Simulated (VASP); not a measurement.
**Sb2Pt: electric field gradients with r2SCAN**

The system is Sb2Pt.

```
Sb Pt
1.0
     6.44000    0.00000    0.00000
     0.00000    6.44000    0.00000
     0.00000    0.00000    6.44000
Sb Pt
8 4
Direct
  0.37447 0.37447 0.37447
  0.12553 0.62553 0.87447
  0.87447 0.12553 0.62553
  0.62553 0.87447 0.12553
  0.62553 0.62553 0.62553
  0.87447 0.37447 0.12553
  0.12553 0.87447 0.37447
  0.37447 0.12553 0.87447
  0.00000 0.00000 0.00000
  0.50000 0.00000 0.50000
  0.50000 0.50000 0.00000
  0.00000 0.50000 0.50000
```

* Program: VASP 6.6.1
* Task: electric field gradients
* Functional: r2SCAN
* Potentials or basis: VASP PAW PBE potentials, release 64 (Sb, Pt)
* Cutoff: 520 eV
* k mesh: 5 × 5 × 5
* Occupations: fermi-dirac, width 0.05 eV
* Spin: no spin polarisation
* Dipole correction: no
* Further INCAR settings: ALGO = Normal; EDIFF = 1e-08; NBANDS = 52

- Pressure: 3.6 GPa
- Largest force: 0.101 eV/Å
- Band gap on the k mesh: 0.03 eV (least direct gap 0.19 eV)
- Largest electric field gradient by atom: Sb +60.7; Pt -28.4 V/Å²

Forces in eV/Å, atoms in the order of the input:
```
Sb   0.058  0.058  0.058
Sb  -0.058 -0.058  0.058
Sb   0.058 -0.058 -0.058
Sb  -0.058  0.058 -0.058
Sb  -0.058 -0.058 -0.058
Sb   0.058  0.058 -0.058
Sb  -0.058  0.058  0.058
Sb   0.058 -0.058  0.058
Pt   0.000  0.000  0.000
Pt   0.000  0.000  0.000
Pt   0.000  0.000  0.000
Pt   0.000  0.000  0.000
```

Levels at points of the mesh, in eV from the valence-band top:
| k point | band 38 | band 39 | band 40 | band 41 | band 42 | band 43 |
| --- | --- | --- | --- | --- | --- | --- |
| (0.00, 0.00, 0.00) | -0.58 | -0.58 | -0.58 | 0.03 | 0.03 | 0.03 |

Electric field gradients, principal values (V/Å²):
| atom | least | middle | greatest (by size) |
| --- | --- | --- | --- |
| 1 Sb | -30.359 | -30.359 | 60.719 |
| 2 Sb | -30.359 | -30.359 | 60.719 |
| 3 Sb | -30.359 | -30.359 | 60.719 |
| 4 Sb | -30.359 | -30.359 | 60.719 |
| 5 Sb | -30.359 | -30.359 | 60.719 |
| 6 Sb | -30.359 | -30.359 | 60.719 |
| 7 Sb | -30.359 | -30.359 | 60.719 |
| 8 Sb | -30.359 | -30.359 | 60.719 |
| 9 Pt | 14.191 | 14.191 | -28.381 |
| 10 Pt | 14.191 | 14.191 | -28.381 |
| 11 Pt | 14.191 | 14.191 | -28.381 |
| 12 Pt | 14.191 | 14.191 | -28.381 |

It took 17 min on 1 thread of Intel Xeon 8259CL (shared host), peak memory 0.44 GiB.

Caveat: the cell stands under pressure; the smearing spreads over this small gap; without QUAD_EFG the Cq values of the log hold for a quadrupole moment of 1 mb, not for the nuclei; the PAW data sets were made with another functional, which shifts forces and pressure a little; spin-orbit coupling is left out, which moves the levels of the heavy elements; an odd mesh through Γ misses points on the zone boundary, where band edges can lie.
